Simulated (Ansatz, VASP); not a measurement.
**AlN: VASP beside Ansatz**

INCAR

```
ALGO = Normal ; EDIFF = 1E-6
ENCUT = 520 ; GGA = PE
ISIF = 2 ; ISMEAR = 0
LASPH = True ; LCHARG = False
LREAL = False ; LWAVE = False
NBANDS = 16 ; NELM = 60
PREC = Accurate ; SIGMA = 0.05
```

The input KPOINTS:

```
k-points
0
Gamma
  9 9 6
```

Contents of POSCAR:

```
AlN
1.0
    3.0776198361      0.0000000000      0.0000000000
   -1.5388099180      2.6652969613      0.0000000000
    0.0000000000      0.0000000000      4.9331731272
Al N
2 2
Direct
    0.3239719789      0.6666666667      0.0017290859
    0.6760280211      0.3333333333      0.5017290859
    0.3416130132      0.6666666667      0.3832709141
    0.6583869868      0.3333333333      0.8832709141
```

Input for Ansatz:

```yaml
crystal:
  lattice:
    - [3.0776198361, 0.0, 0.0]
    - [-1.538809918, 2.6652969613, 0.0]
    - [0.0, 0.0, 4.9331731272]
  atoms:
    - { symbol: Al, position: [0.3239719789, 0.6666666667, 0.0017290859] }
    - { symbol: Al, position: [0.6760280211, 0.3333333333, 0.5017290859] }
    - { symbol: "N", position: [0.3416130132, 0.6666666667, 0.3832709141] }
    - { symbol: "N", position: [0.6583869868, 0.3333333333, 0.8832709141] }
basis:
  ecutwfc: 520.0
kpoints:
  mp_grid: { grid: [9, 9, 6] }
hamiltonian:
  xc: pbe
  pseudopotentials: { kind: paw, azcp: { folder: soft_1 } }
scf:
  occupations: { method: gaussian, width: 0.05 }
output:
  forces: true
  stress: true
  eigenvalues: true
```

Change from the starting cell: mode 4 frozen in at -0.029 Å, equal normal strain along x, y and z -0.0167.

Alike in both runs: task single point; functional PBE; k mesh 9 × 9 × 6; occupations gaussian, width 0.05 eV; no spin polarisation.

```csv
,VASP,Ansatz
version,VASP 6.6.1,Ansatz 0.2.0
potentials or method,"VASP PAW PBE potentials, release 64 (Al, N), cutoff 520 eV","scalar-relativistic, plane waves, PAW"
valence electrons in the cell,16,16
```

|  | VASP | Ansatz | Ansatz less VASP |
| --- | --- | --- | --- |
| gap on the k mesh at the Fermi level (eV) | 4.48 | 4.47 | -0.012 |
| least direct gap on the mesh (eV) | 4.48 | 4.47 | -0.012 |
| pressure (GPa) | 10.6 | 10.8 | +0.16 |
| traceless stress, the component that is largest in VASP (GPa) | -0.40 | -0.43 | -0.030 |
| rms of the force components (eV/Å) | 0.073 | 0.073 | -0.0003 |

Atom by atom the forces differ by 0.000 eV/Å (rms over components). With one functional, cell and mesh, what is left measures potentials, basis and numerics.
